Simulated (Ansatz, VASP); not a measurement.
ZnSe in VASP and in Ansatz

File POSCAR:

```
ZnSe
1.0
    0.0000000000      2.8043276902      2.8043276902
    2.8043276902      0.0000000000      2.8043276902
    2.8043276902      2.8043276902      0.0000000000
Zn Se
1 1
Direct
    0.0000000000      0.0000000000      0.0000000000
    0.2500000000      0.2500000000      0.2500000000
```

INCAR.step1

```
SYSTEM = ZnSe
  ALGO = Normal
  EDIFF = 1E-4
  ENCUT = 520
  GGA = PE
  ISMEAR = 0
  LASPH = .True.
  LCHARG = .False.
  LREAL = .False.
  LWAVE = .True.
  NBANDS = 16
  NELM = 100
  PREC = Accurate
  SIGMA = 0.02
```

File INCAR.step2:

```
SYSTEM = ZnSe
  ALGO = Normal
  EDIFF = 1E-6
  ENCUT = 520
  ISIF = 2
  ISMEAR = 0
  ISTART = 1
  LASPH = .True.
  LCHARG = .True.
  LELF = .True.
  LMIXTAU = .True.
  LREAL = .False.
  LVHAR = .True.
  LWAVE = .False.
  METAGGA = R2SCAN
  NBANDS = 16
  NELM = 100
  PREC = Accurate
  SIGMA = 0.02
```

Contents of KPOINTS:

```
k-points
0
Gamma
  8 8 8
  0 0 0
```

Input for Ansatz:

```yaml
crystal:
  lattice:
    - [0.0, 2.8043276902, 2.8043276902]
    - [2.8043276902, 0.0, 2.8043276902]
    - [2.8043276902, 2.8043276902, 0.0]
  atoms:
    - { symbol: Zn, position: [0.0, 0.0, 0.0] }
    - { symbol: Se, position: [0.25, 0.25, 0.25] }
basis:
  ecutwfc: 500
kpoints:
  mp_grid: { grid: [8, 8, 8] }
hamiltonian:
  xc: r2scan
scf:
  occupations: { method: gaussian, width: 0.02 }
output:
  forces: true
  stress: true
  eigenvalues: true
```

Alike in both runs: task single point; functional r2SCAN; k mesh 8 × 8 × 8; occupations gaussian, width 0.02 eV; no spin polarisation.

```csv
,VASP,Ansatz
version,VASP 6.6.1,Ansatz 0.2.0
potentials or method,"VASP PAW PBE potentials, release 64 (Zn, Se), cutoff 520 eV","scalar-relativistic, plane waves, PAW"
valence electrons in the cell,18,28
```

Ansatz gave:

| Quantity | Value |
| --- | --- |
| gap on the k mesh at the Fermi level (eV) | 2.00 |
| least direct gap on the mesh (eV) | 2.00 |
| pressure (GPa) | 2.1 |

Problem. Estimate VASP's values.

Solution. gap on the k mesh at the Fermi level (eV): 2.01; least direct gap on the mesh (eV): 2.01; pressure (GPa): 2.2.

VASP's potentials were made for PBE, not for r2SCAN. VASP's potentials hold 18 valence electrons a cell and Ansatz's 28, so a difference there can come from the potentials and not from the codes.
